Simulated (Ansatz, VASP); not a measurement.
## Two plane-wave programs on AlN

```xyz
4
Lattice="3.1110 0.0000 0.0000 -1.5555 2.6942 -0.1347 0.0000 -0.2489 4.9780" Properties=species:S:1:pos:R:3 pbc="T T T"
Al    0.0000    1.7961   -0.0898
Al    1.5555    0.7736    2.4441
N     0.0000    1.7003    1.8267
N     1.5555    0.6778    4.3606
```

Change from the starting cell: strain -0.1000 x Voigt [0, 0, 0, 1, 0, 0], atoms carried along.

Alike in both runs: task single point; functional PBEsol; k mesh 9 × 9 × 6; occupations gaussian, width 0.05 eV; no spin polarisation.

```csv
,VASP,Ansatz
version,VASP 6.6.1,Ansatz 0.2.0
potentials or method,"VASP PAW PBE potentials, release 64 (Al, N), cutoff 520 eV","scalar-relativistic, plane waves, PAW"
valence electrons in the cell,16,16
```

|  | VASP | Ansatz | Ansatz less VASP |
| --- | --- | --- | --- |
| gap on the k mesh at the Fermi level (eV) | 3.82 | 3.80 | -0.015 |
| least direct gap on the mesh (eV) | 3.82 | 3.80 | -0.015 |
| pressure (GPa) | 1.3 | 1.3 | +0.01 |
| traceless stress, the component that is largest in VASP (GPa) | 12.77 | 12.68 | -0.090 |
| rms of the force components (eV/Å) | 0.359 | 0.353 | -0.0057 |

VASP's potentials were made for PBE, not for PBEsol. Atom by atom the forces differ by 0.006 eV/Å (rms over components).
